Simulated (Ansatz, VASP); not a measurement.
# Two plane-wave programs on Al9H

INCAR

```
SYSTEM = Al9H
PREC = Accurate ; ENCUT = 520
EDIFF = 1E-7 ; ISMEAR = 0
SIGMA = 0.1 ; LREAL = Auto
LASPH = .True. ; NELM = 60
ALGO = Normal ; ISIF = 2
LWAVE = .False. ; LCHARG = .False.
LDIPOL = .True. ; IDIPOL = 3
DIPOL = 0.5 0.5 0.299 ; GGA = PE
NBANDS = 44
```

Contents of KPOINTS:

```
regular mesh
0
Gamma
  5 3 1
  0 0 0
```

File POSCAR:

```
Al9H
1.0
    5.7070863106      0.0000000000      0.0000000000
   -1.4267715776      9.7014842380      0.0000000000
    0.0000000000      0.0000000000     22.7903703519
Al H
18 2
Direct
    0.2662216041      0.0648864163      0.1755127248
    0.7662216041      0.0648864163      0.1755127248
    0.3354806058      0.3419224231      0.2192029854
    0.8354806058      0.3419224231      0.2192029854
    0.1493324061      0.5973296244      0.2279410375
    0.6493324061      0.5973296244      0.2279410375
    0.4631842064      0.8527368258      0.2366790896
    0.9631842065      0.8527368258      0.2366790896
    0.0319772093      0.1277109169      0.2808262502
    0.5319772093      0.1277109169      0.2808262502
    0.0997917601      0.4042231294      0.3301071124
    0.5997917601      0.4042231294      0.3301071124
    0.4144000537      0.6596656514      0.3369822081
    0.9144000537      0.6596656514      0.3369822081
    0.2263076916      0.9110819252      0.3449259130
    0.7263076916      0.9110819252      0.3449259130
    0.2962427243      0.1814072004      0.3857054631
    0.7962427243      0.1814072004      0.3857054631
    0.6062643800      0.3644128847      0.4475736986
    0.6062643800      0.4848513326      0.4475736986
```

Input for Ansatz:

```yaml
crystal:
  lattice:
    - [5.7070863106, 0.0, 0.0]
    - [-1.4267715776, 9.701484238, 0.0]
    - [0.0, 0.0, 22.7903703519]
  atoms:
    - { symbol: Al, position: [0.2662216041, 0.0648864163, 0.1755127248] }
    - { symbol: Al, position: [0.7662216041, 0.0648864163, 0.1755127248] }
    - { symbol: Al, position: [0.3354806058, 0.3419224231, 0.2192029854] }
    - { symbol: Al, position: [0.8354806058, 0.3419224231, 0.2192029854] }
    - { symbol: Al, position: [0.1493324061, 0.5973296244, 0.2279410375] }
    - { symbol: Al, position: [0.6493324061, 0.5973296244, 0.2279410375] }
    - { symbol: Al, position: [0.4631842064, 0.8527368258, 0.2366790896] }
    - { symbol: Al, position: [0.9631842065, 0.8527368258, 0.2366790896] }
    - { symbol: Al, position: [0.0319772093, 0.1277109169, 0.2808262502] }
    - { symbol: Al, position: [0.5319772093, 0.1277109169, 0.2808262502] }
    - { symbol: Al, position: [0.0997917601, 0.4042231294, 0.3301071124] }
    - { symbol: Al, position: [0.5997917601, 0.4042231294, 0.3301071124] }
    - { symbol: Al, position: [0.4144000537, 0.6596656514, 0.3369822081] }
    - { symbol: Al, position: [0.9144000537, 0.6596656514, 0.3369822081] }
    - { symbol: Al, position: [0.2263076916, 0.9110819252, 0.344925913] }
    - { symbol: Al, position: [0.7263076916, 0.9110819252, 0.344925913] }
    - { symbol: Al, position: [0.2962427243, 0.1814072004, 0.3857054631] }
    - { symbol: Al, position: [0.7962427243, 0.1814072004, 0.3857054631] }
    - { symbol: H, position: [0.60626438, 0.3644128847, 0.4475736986] }
    - { symbol: H, position: [0.60626438, 0.4848513326, 0.4475736986] }
basis:
  ecutwfc: 420
kpoints:
  mp_grid: { grid: [5, 3, 1] }
hamiltonian:
  xc: pbe
  pseudopotentials: { kind: paw, azcp: { folder: soft_1 } }
scf:
  occupations: { method: gaussian, width: 0.1 }
output:
  forces: true
  eigenvalues: true
efield:
  axis: 3
  dipole_correction: true
  ramp_width: 0.04
```

Alike in both runs: task single point; functional PBE; k mesh 5 × 3 × 1; occupations gaussian, width 0.1 eV; no spin polarisation.

|  | VASP | Ansatz |
| --- | --- | --- |
| version | VASP 6.6.1 | Ansatz 0.2.0 |
| potentials or method | VASP PAW PBE potentials, release 64 (Al, H), cutoff 520 eV | scalar-relativistic, plane waves, PAW |
| valence electrons in the cell | 56 | 56 |

|  | VASP | Ansatz | Ansatz less VASP |
| --- | --- | --- | --- |
| gap on the k mesh at the Fermi level (eV) | none | none | - |
| rms of the force components (eV/Å) | 0.658 | 0.658 | -0.0003 |

Atom by atom the forces differ by 0.001 eV/Å (rms over components). A gap of «none» marks a metal or a gap that the smearing closes. With one functional, cell and mesh, what is left measures potentials, basis and numerics.
